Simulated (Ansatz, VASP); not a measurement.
**One calculation of Ti, two programs**

Contents of INCAR:

```
PREC     = Accurate       # precision mode
ENCUT    = 600            # plane-wave cutoff, eV
EDIFF    = 1E-6           # SCF threshold, eV
ISMEAR   = 0              # smearing method
SIGMA    = 0.1            # smearing width, eV
LREAL    = F              # projectors in reciprocal space
LASPH    = T              # aspherical terms in the spheres
NELM     = 100            # most SCF steps
ALGO     = Normal         # electronic algorithm
ISIF     = 3              # what is computed and relaxed
LWAVE    = F              # write WAVECAR
LCHARG   = F              # write CHGCAR
GGA      = PE             # functional
IBRION   = 2              # ionic algorithm
NSW      = 90             # ionic steps
EDIFFG   = -0.02          # ionic threshold
```

KPOINTS

```
Automatic mesh
0
Gamma
  16 16 16
```

File POSCAR:

```
Ti
1.0
   -1.6410000000      1.6410000000      1.6410000000
    1.6410000000     -1.6410000000      1.6410000000
    1.6410000000      1.6410000000     -1.6410000000
Ti
1
Direct
    0.0000000000      0.0000000000      0.0000000000
```

Input for Ansatz:

```yaml
crystal:
  lattice:
    - [-1.641, 1.641, 1.641]
    - [1.641, -1.641, 1.641]
    - [1.641, 1.641, -1.641]
  atoms:
    - { symbol: Ti, position: [0.0, 0.0, 0.0] }
basis:
  ecutwfc: 420
kpoints:
  mp_grid: { grid: [16, 16, 16] }
hamiltonian:
  xc: pbe
scf:
  occupations: { method: gaussian, width: 0.1 }
output:
  forces: true
  stress: true
  eigenvalues: true
  write_density: true
  write_potential: true
  elf: true
  volumetric_format: npy
relax:
  adjacent_minimum: "off"
  f_tol: 0.02
  max_steps: 70
  cell: { stress_tol: 0.1 }
```

Alike in both runs: task relaxation of cell and atoms; functional PBE; k mesh 16 × 16 × 16; occupations gaussian, width 0.1 eV; no spin polarisation.

```csv
,VASP,Ansatz
version,VASP 6.6.1,Ansatz 0.2.0
potentials or method,"VASP PAW PBE potentials, release 64 (Ti_sv), cutoff 600 eV","scalar-relativistic, plane waves, PAW"
valence electrons in the cell,12,12
```

|  | VASP | Ansatz | Ansatz less VASP |
| --- | --- | --- | --- |
| gap on the k mesh at the Fermi level, each at its own relaxed structure (eV) | none | none | - |
| relaxed volume (Å³/atom) | 17.19 | 17.24 | +0.055 |
| relaxed length of the cell vector where the two differ most in proportion (Å) | 2.816 | 2.819 | +0.0030 |

A gap of «none» marks a metal or a gap that the smearing closes.
